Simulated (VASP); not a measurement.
# HfN (R3m) in VASP: further runs

The runs below take HfN through single point, with PBEsol.

Everything below comes from runs of VASP 6.6.1. Logs are shortened: lines on timing, memory, paths and dates and some standing lists are left out, and cuts for length are marked.

### 1 The cell of the first run

It takes space group R3m (No. 160, trigonal). The conventional cell has a = 3.472 Å, b = 3.472 Å, c = 8.504 Å, α = 90.00°, β = 90.00°, γ = 120.00°. Within 2.7 Å of Hf (site symmetry 3m) lie 4 N at 2.05 to 2.43 Å. N (site symmetry 3m) has 4 Hf at 2.05 to 2.43 Å within 2.7 Å.

### 2 Single point, PBEsol

INCAR reads:

```
SYSTEM = HfN
  PREC = Accurate
  ENCUT = 520
  EDIFF = 1E-6
  ISMEAR = 0
  SIGMA = 0.15
  LREAL = .False.
  LASPH = .True.
  NELM = 60
  ALGO = Normal
  ISIF = 2
  LWAVE = .False.
  LCHARG = .False.
  GGA = PS
  NBANDS = 14
```

KPOINTS reads:

```
Automatic mesh
0
Gamma
  16 16 16
  0 0 0
```

POSCAR reads:

```
HfN
1.0
    0.0000000000      2.4548220000      2.4548220000
    2.4548220000      0.0000000000      2.4548220000
    2.4548220000      2.4548220000      0.0000000000
Hf N
1 1
Direct
    0.0000000000      0.0000000000      0.0000000000
    0.8558356252      0.7147214583      0.7147214583
```

Potentials or basis: VASP PAW PBE potentials, release 64 (Hf_pv, N).

Launch:

```
$ cat potpaw_PBE.64/Hf_pv/POTCAR potpaw_PBE.64/N/POTCAR > POTCAR
$ mpirun -np 1 vasp_std > vasp.out
```

OUTCAR:

```text
SYSTEM = HfN
   PREC = Accurate
   ENCUT = 520
   EDIFF = 1E-6
   ISMEAR = 0
   LREAL = .False.
   LASPH = .True.
   NELM = 60
   ISIF = 2
   GGA = PS

 ion  position               nearest neighbor table
   1  0.000  0.000  0.000-   2 2.05   2 2.05   2 2.05   2 2.43
   2  0.856  0.715  0.715-   1 2.05   1 2.05   1 2.05   1 2.43

  LATTYP: Found a face centered cubic cell.
 ALAT       =     4.9096440000

  Lattice vectors:

 A1 = (   0.0000000000,   2.4548220000,   2.4548220000)
 A2 = (   2.4548220000,   0.0000000000,   2.4548220000)
 A3 = (   2.4548220000,   2.4548220000,   0.0000000000)

Analysis of symmetry for initial positions (statically):
=====================================================================
 Subroutine PRICEL returns:
 Original cell was already a primitive cell.

 Routine SETGRP: Setting up the symmetry group for a
 face centered cubic supercell.

 Subroutine GETGRP returns: Found  6 space group operations
 (whereof  6 operations were pure point group operations)
 out of a pool of 48 trial point group operations.

The static configuration has the point symmetry C_3v.

Analysis of symmetry for dynamics (positions and initial velocities):
=====================================================================
 Subroutine PRICEL returns:
 Original cell was already a primitive cell.

 Routine SETGRP: Setting up the symmetry group for a
 face centered cubic supercell.

 Subroutine GETGRP returns: Found  6 space group operations
 (whereof  6 operations were pure point group operations)
 out of a pool of 48 trial point group operations.

The dynamic configuration has the point symmetry C_3v.

 Subroutine INISYM returns: Found  6 space group operations
 (whereof  6 operations are pure point group operations),
 and found     1 'primitive' translations

----------------------------------------------------------------------------------------

                                     Primitive cell

  volume of cell :      29.5863

  direct lattice vectors                    reciprocal lattice vectors
     0.000000000  2.454822000  2.454822000    -0.203680756  0.203680756  0.203680756
     2.454822000  0.000000000  2.454822000     0.203680756 -0.203680756  0.203680756
     2.454822000  2.454822000  0.000000000     0.203680756  0.203680756 -0.203680756

  length of vectors
     3.471642566  3.471642566  3.471642566     0.352785417  0.352785417  0.352785417

  position of ions in fractional coordinates (direct lattice)
     0.000000000  0.000000000  0.000000000
     0.855835625  0.714721458  0.714721458

  ion indices of the primitive-cell ions
   primitive index   ion index
                 1           1
                 2           2

----------------------------------------------------------------------------------------

 KPOINTS: Automatic mesh

Automatic generation of k-mesh.
 Grid dimensions read from file:
 generate k-points for:   16   16   16

 Generating k-lattice:

  Cartesian coordinates                     Fractional coordinates (reciprocal lattice)
    -0.012730047  0.012730047  0.012730047     0.062500000  0.000000000  0.000000000
     0.012730047 -0.012730047  0.012730047     0.000000000  0.062500000  0.000000000
     0.012730047  0.012730047 -0.012730047     0.000000000  0.000000000  0.062500000

  Length of vectors
     0.022049089  0.022049089  0.022049089

  Shift w.r.t. Gamma in fractional coordinates (k-lattice)
     0.000000000  0.000000000  0.000000000

 Subroutine IBZKPT returns following result:
 ===========================================

 Found    417 irreducible k-points:

 Following reciprocal coordinates:
            Coordinates               Weight
  0.000000  0.000000  0.000000      1.000000
  0.062500  0.000000  0.000000      2.000000
  0.000000  0.062500  0.000000      6.000000
  0.125000  0.000000  0.000000      2.000000
  0.000000  0.125000  0.000000      6.000000
  0.187500  0.000000  0.000000      2.000000
[... 16 lines left out ...]
  0.000000  0.187500  0.062500     12.000000
  0.062500  0.000000  0.187500      6.000000
 [... further k-points ...]
   k-points           NKPTS =    417   k-points in BZ     NKDIM =    417   number of bands    NBANDS=     14
   number of dos      NEDOS =    301   number of ions     NIONS =      2
   total plane-waves  NPLWV =  21952
   dimension x,y,z NGX =    28 NGY =   28 NGZ =   28
   dimension x,y,z NGXF=    56 NGYF=   56 NGZF=   56
   ions per type =               1   1
   NGX,Y,Z   is equivalent  to a cutoff of  13.41, 13.41, 13.41 a.u.
   NGXF,Y,Z  is equivalent  to a cutoff of  26.82, 26.82, 26.82 a.u.
 SYSTEM =  HfN
   PREC   = accura    normal or accurate (medium, high low for compatibility)
   ISTART =      0    job   : 0-new  1-cont  2-samecut
   ICHARG =      2    charge: 1-file 2-atom 10-const
   ISPIN  =      1    spin polarized calculation?
   LNONCOLLINEAR =      F non collinear calculations
   LSORBIT =      F    spin-orbit coupling
   LASPH  =      T    aspherical Exc in radial PAW
   ENCUT  =  520.0 eV  38.22 Ry    6.18 a.u.   6.45  6.45  6.45*2*pi/ulx,y,z
   NELM   =     60;   NELMIN=  2; NELMDL= -5     # of ELM steps
   EDIFF  = 0.1E-05   stopping-criterion for ELM
   LREAL  =      F    real-space projection
   EDIFFG = 0.1E-04   stopping-criterion for IOM
   NSW    =      0    number of steps for IOM
   IBRION =     -1    ionic relax: 0-MD 1-quasi-New 2-CG
   NFREE  =      0    steps in history (QN), initial steepest desc. (CG)
   ISIF   =      2    stress and relaxation
   ISYM   =      2    0-nonsym 1-usesym 2-fastsym
   POTIM  = 0.5000    time-step for ionic-motion
   TEBEG  =    0.0;   TEEND  =   0.0 temperature during run
   PSTRESS=    0.0 pullay stress
   NELECT =      15.0000    total number of electrons
   NUPDOWN=      -1.0000    fix difference up-down
   EMIN   =  10.00;   EMAX   =-10.00  energy-range for DOS
   EFERMI =   0.00;   METHOD = LEGACY
   ISMEAR =     0;   SIGMA  =   0.15  broadening in eV -4-tet -1-fermi 0-gaus
   EFERMI_NEDOS =   21; number of points for ismear=-14 and -15
   IALGO  =     38    algorithm
   IMIX   =      4    mixing-type and parameters
     AMIX     =   0.40;   BMIX     =  1.00
     AMIX_MAG =   1.60;   BMIX_MAG =  1.00
  volume/ion in A,a.u.               =      14.79        99.83
  Fermi-wavevector in a.u.,A,eV,Ry     =   1.305395  2.466839 23.185087  1.704056
  Thomas-Fermi vector in A             =   2.436267
   LORBIT       =      0    0 simple, 1 ext, 2 COOP (PROOUT), +10 PAW based schemes
   GGA     = PS    functional components
   LHFCALC =     F    Hartree Fock is set to
   AEXX    =    0.0000 exact exchange contribution
   IVDW    =     0    specifies the selected vdW correction
   LEPSILON=     F    determine dielectric tensor
   LRPA    =     F    only Hartree local field effects (RPA)
 non-spin polarized calculation
 Gauss-broadening in eV      SIGMA  =   0.15
  energy-cutoff  :      520.00
  volume of cell :       29.59
 maximum number of plane-waves:       821
 NGX is ok and might be reduce to    28
   NGX = 13   NGY = 13   NGZ = 13

 number of electron      15.0000001 magnetization

 Free energy of the ion-electron system (eV)
  ---------------------------------------------------
  ext. energy  EPLUGINS =         0.00000000
  ---------------------------------------------------
  free energy    TOTEN  =       -21.88403670 eV

  energy without entropy =      -21.87269235  energy(sigma->0) =      -21.87836452

 E-fermi :   5.4437     XC(G=0): -11.3829

 val. band max:        5.4417554615   @ k =   0.1875   0.0625   0.3750
 cond. band min:       5.4443216888   @ k =  -0.4375   0.3750   0.1250
 fundamental gap:      0.0025662273
 Fermi energy:         5.4436911627

 k-point     1 :       0.0000    0.0000    0.0000
  band No.  band energies     occupation
      1     -25.4385      2.00000
      2     -25.4385      2.00000
      3     -25.4193      2.00000
      4     -10.5167      2.00000
      5      -0.0834      2.00000
      6      -0.0834      2.00000
      7       0.9502      2.00000
      8       4.6266      2.00000
      9       7.7194      0.00000
     10       7.7194      0.00000
     11      10.3800      0.00000
     12      13.6300      0.00000
     13      13.6300      0.00000
     14      17.9920      0.00000

 k-point     2 :       0.0625    0.0000    0.0000
  band No.  band energies     occupation
      1     -25.4406      2.00000
      2     -25.4406      2.00000
      3     -25.4350      2.00000
      4     -10.4834      2.00000
      5      -0.0721      2.00000
      6      -0.0721      2.00000
      7       0.8081      2.00000
      8       4.9088      2.00000
      9       7.7026      0.00000
     10       7.7026      0.00000
     11      10.2919      0.00000
     12      13.6780      0.00000
     13      13.6780      0.00000
     14      18.1062      0.00000

 k-point     3 :       0.0000    0.0625    0.0000
  band No.  band energies     occupation
      1     -25.4586      2.00000
      2     -25.4415      2.00000
      3     -25.4220      2.00000
      4     -10.4608      2.00000
      5      -0.1561      2.00000
      6      -0.0292      2.00000
      7       0.9435      2.00000
      8       4.7928      2.00000
      9       7.6375      0.00000
     10       7.6824      0.00000
     11      10.5369      0.00000
     12      13.4804      0.00000
     13      13.6273      0.00000
     14      17.3888      0.00000

 k-point     4 :       0.1250    0.0000    0.0000
  band No.  band energies     occupation
      1     -25.4792      2.00000
      2     -25.4466      2.00000
      3     -25.4466      2.00000
      4     -10.3906      2.00000
      5      -0.0421      2.00000
      6      -0.0421      2.00000
      7       0.5015      2.00000
      8       5.6209      0.09469
      9       7.6752      0.00000
     10       7.6752      0.00000
     11      10.0699      0.00000
     12      13.7761      0.00000
     13      13.7761      0.00000
     14      17.9485      0.00000

 k-point     5 :       0.0000    0.1250    0.0000
  band No.  band energies     occupation
      1     -25.5165      2.00000
      2     -25.4499      2.00000
      3     -25.4284      2.00000
      4     -10.3031      2.00000
      5      -0.3300      2.00000
      6       0.1274      2.00000
      7       0.9341      2.00000
      8       5.2041      1.97612
      9       7.4287      0.00000
     10       7.6596      0.00000
     11      10.9087      0.00000
[... 276 lines left out ...]
 k-point    22 :       0.1875    0.0625    0.0000
  band No.  band energies     occupation
      1     -25.5283      2.00000
      2     -25.4618      2.00000
      3     -25.4568      2.00000
      4     -10.2561      2.00000
      5      -0.1986      2.00000
      6       0.0380      2.00000
      7       0.4518      2.00000
      8       6.2724      0.00000
      9       7.3228      0.00000
     10       7.9776      0.00000
     11      10.0649      0.00000
     12      13.6955      0.00000
     13      13.7313      0.00000
     14      17.1652      0.00000

 k-point    23 :       0.0000    0.1875    0.0625
  band No.  band energies     occupation
      1     -25.5729      2.00000
      2     -25.4625      2.00000
      3     -25.4430      2.00000
      4     -10.1306      2.00000
      5      -0.4785      2.00000
      6       0.2839      2.00000
      7       0.8927      2.00000
      8       5.6736      0.03021
      9       7.1466      0.00000
     10       7.8877      0.00000
     11      11.1026      0.00000
     12      12.6890      0.00000
     13      13.4456      0.00000
     14      15.7400      0.00000

 k-point    24 :       0.0625    0.0000    0.1875
  band No.  band energies     occupation
      1     -25.5859      2.00000
      2     -25.4679      2.00000
      3     -25.4337      2.00000
      4     -10.0954      2.00000
      5      -0.5104      2.00000
      6       0.3612      2.00000
      7       1.0015      2.00000
      8       5.4274      1.12232
      9       7.4514      0.00000
     10       7.5111      0.00000
     11      11.4560      0.00000
     12      12.5087      0.00000
     13      13.2037      0.00000
     14      15.6821      0.00000

 [... further k-points ...]
[... 5 lines left out ...]
  --------------------------------------------------------------------------------------
  -------------------------------------------------------------------------------------
  Total        0.1014138      0.1014138      0.1014138      1.0855281     -1.0855281      1.0855281
  in kB        5.4918362      5.4918362      5.4918362     58.7843413    -58.7843413     58.7843413
  external PRESSURE =       5.4918362 kB  Pullay stress =       0.0000000 kB

 VOLUME and BASIS-vectors are now :
 -----------------------------------------------------------------------------
  energy-cutoff  :      520.00
  volume of cell :       29.59
      direct lattice vectors                 reciprocal lattice vectors
     0.000000000  2.454822000  2.454822000    -0.203680756  0.203680756  0.203680756
     2.454822000  0.000000000  2.454822000     0.203680756 -0.203680756  0.203680756
     2.454822000  2.454822000  0.000000000     0.203680756  0.203680756 -0.203680756

 POSITION                                       TOTAL-FORCE (eV/Angst)
 -----------------------------------------------------------------------------------
      0.00000      0.00000      0.00000        -1.147209      1.147209      1.147209
      3.50903      3.85544      3.85544         1.147209     -1.147209     -1.147209
 -----------------------------------------------------------------------------------
    total drift:                                0.000043     -0.000043     -0.000043

  FREE ENERGIE OF THE ION-ELECTRON SYSTEM (eV)
  ---------------------------------------------------
  free  energy   TOTEN  =       -21.8840367016 eV

  energy  without entropy=      -21.8726923459  energy(sigma->0) =      -21.87836452
```

It took 2 min on 1 thread of Intel Xeon Platinum 8124M at 3.00GHz (Skylake/Cascade Lake), shared host; peak memory 0.3 GiB.

Results:

| Property | Result |
| --- | --- |
| Free energy | -21.8840 eV |
| Pressure | 0.5 GPa |
| Largest force | 1.987 eV/Å |

Forces on the atoms (eV/Å):
```
Hf  -1.147  1.147  1.147
N    1.147 -1.147 -1.147
```

Caveat: the cell differs from its parent crystal (all N atoms moved -0.300 Å, as atom 2 towards its neighbour atom 1 (Hf) at 2.126 Å); the PAW data sets were made with another functional, which shifts forces and pressure a little; spin-orbit coupling is left out, which moves the levels of the heavy elements.

(Part 1 of 2 ends here.)
